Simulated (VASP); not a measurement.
Input of a VASP 6.6.1 run:

Contents of INCAR:

```
ALGO = Normal
EDIFF = 1E-6
EDIFFG = -0.04
ENCUT = 600
GGA = PE
IBRION = 2
ISIF = 3
ISMEAR = 0
LASPH = True
LCHARG = False
LREAL = False
LWAVE = False
NELM = 100
NSW = 90
PREC = Accurate
SIGMA = 0.1
```

File KPOINTS:

```
k-points
0
Gamma
  6 6 2
```

File POSCAR:

```
Si2C
1.0
    2.7364528100      0.0000000000      0.0000000000
   -1.3682264000      2.3698376500      0.0000000000
    0.0000000000      0.0000000000     13.3250650100
Si C
4 2
Direct
    0.3333333300      0.6666666700      0.0000000000
    0.3333333300      0.6666666700      0.3333333300
    0.3333333300      0.6666666700      0.6666666700
    0.6666666700      0.3333333300      0.5000000000
    0.6666666700      0.3333333300      0.1666666700
    0.6666666700      0.3333333300      0.8333333300
```

Potentials or basis: VASP PAW PBE potentials, release 64 (Si, C).

Launch:

```console
$ cat potpaw_PBE.64/Si/POTCAR potpaw_PBE.64/C/POTCAR > POTCAR
$ mpirun -np 1 vasp_std > vasp.out
```

Question: What does it give for the relaxed volume?

Answer: 12.10 Å³/atom.

Question: Predict the relaxed cell.

Answer: a = 2.992 Å, b = 2.992 Å, c = 9.365 Å, α = 90.00°, β = 90.00°, γ = 120.00°.

Question: Predict the space group after relaxing (to 0.05 Å).

Answer: P-6m2 (No. 187).

Question: Predict the band gap on the k mesh.

Answer: Zero (band 12 reaches 13.85 eV, above the bottom of band 13 at 7.33 eV).

Stress tensor (GPa, compression positive):
```
0.13 0.00 0.00
0.00 0.13 0.00
0.00 0.00 0.20
```

Caveat: the k points lie up to 0.40 Å⁻¹ apart in the final cell; the volume moved by over 15 % at a fixed basis, so the end points are rough.
